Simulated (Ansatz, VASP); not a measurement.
## One calculation of ZnO, two programs

```xyz
4
Lattice="3.2500 0.0000 0.0000 -1.6250 2.8146 0.0000 0.0000 0.0000 5.2050" Properties=species:S:1:pos:R:3 pbc="T T T"
Zn    0.0000    1.8764    0.0000
Zn    1.6250    0.9382    2.6025
O     0.0000    1.8764    1.9883
O     1.6250    0.9382    4.5908
```

Alike in both runs: task single point; functional LDA; k mesh 6 × 6 × 4; occupations gaussian, width 0.1 eV; no spin polarisation.

```csv
,VASP,Ansatz
version,VASP 6.6.1,Ansatz 0.2.0
potentials or method,"VASP PAW LDA potentials, release 64 (Zn, O), cutoff 520 eV","scalar-relativistic, plane waves, PAW"
valence electrons in the cell,36,36
```

```tsv
	VASP	Ansatz	Ansatz less VASP
gap on the k mesh at the Fermi level (eV)	0.74	0.73	-0.013
least direct gap on the mesh (eV)	0.74	0.73	-0.013
pressure (GPa)	-6.1	-7.1	-0.98
traceless stress, the component that is largest in VASP (GPa)	0.41	0.43	+0.016
rms of the force components (eV/Å)	0.022	0.021	-0.0008
```

Ansatz warns that its potentials were made for another functional, while VASP's fit it. LDA's correlation is that of Perdew and Zunger in VASP and of Perdew and Wang (1992) in Ansatz. Atom by atom the forces differ by 0.001 eV/Å (rms over components).
